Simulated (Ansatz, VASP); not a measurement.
## Two plane-wave programs on TiCo

File INCAR:

```
SYSTEM = TiCo
PREC = Accurate
ENCUT = 520
EDIFF = 1E-6
ISMEAR = 0
SIGMA = 0.05
LREAL = .False.
LASPH = .True.
NELM = 150
ALGO = Fast
ISIF = 2
LWAVE = .False.
LCHARG = .True.
ISPIN = 2
MAGMOM = 0 0.3
LORBIT = 11
LMAXMIX = 4
GGA = CA
LELF = .True.
LVHAR = .True.
NBANDS = 22
```

KPOINTS

```
regular mesh
0
Gamma
  16 16 16
  0 0 0
```

Contents of POSCAR:

```
TiCo
1.0
    2.9402537050      0.0000000000      0.0000000000
    0.0000000000      2.9402537050      0.0000000000
    0.0000000000      0.0000000000      2.9402537050
Ti Co
1 1
Direct
    0.0000000000      0.0000000000      0.0000000000
    0.5000000000      0.5000000000      0.5000000000
```

Input for Ansatz:

```yaml
crystal:
  lattice:
    - [2.940253705, 0.0, 0.0]
    - [0.0, 2.940253705, 0.0]
    - [0.0, 0.0, 2.940253705]
  atoms:
    - { symbol: Ti, position: [0.0, 0.0, 0.0] }
    - { symbol: Co, position: [0.5, 0.5, 0.5], spin: 0.3 }
basis:
  ecutwfc: 420
  ecutrho_ratio: 4
kpoints:
  mp_grid: { grid: [16, 16, 16] }
hamiltonian:
  xc: lda
scf:
  occupations: { method: gaussian, width: 0.05 }
output:
  forces: true
  stress: true
  eigenvalues: true
  populations: true
magnetization:
  spin_polarized: true
```

Alike in both runs: task single point; functional LDA; k mesh 16 × 16 × 16; occupations gaussian, width 0.05 eV; collinear spin.

|  | VASP | Ansatz |
| --- | --- | --- |
| version | VASP 6.6.1 | Ansatz 0.2.0 |
| potentials or method | VASP PAW LDA potentials, release 64 (Ti_sv, Co), cutoff 520 eV | scalar-relativistic, plane waves, PAW |
| valence electrons in the cell | 21 | 29 |

VASP gave:

* gap on the k mesh at the Fermi level (eV): none
* pressure (GPa): -7.8
* net moment per atom (μB): 0.00
* size of the moment on the site where the two differ most (μB): 0.01

Which values does Ansatz return?

gap on the k mesh at the Fermi level (eV): none; pressure (GPa): -7.5; net moment per atom (μB): 0.14; size of the moment on the site where the two differ most (μB): 0.30.

The net moments are unlike, so the other rows may belong to different states. LDA's correlation is that of Perdew and Zunger in VASP and of Perdew and Wang (1992) in Ansatz. Site moments also hang on the region over which each program counts them. A gap of «none» marks a metal or a gap that the smearing closes. VASP's potentials hold 21 valence electrons a cell and Ansatz's 29, so a difference there can come from the potentials and not from the codes.
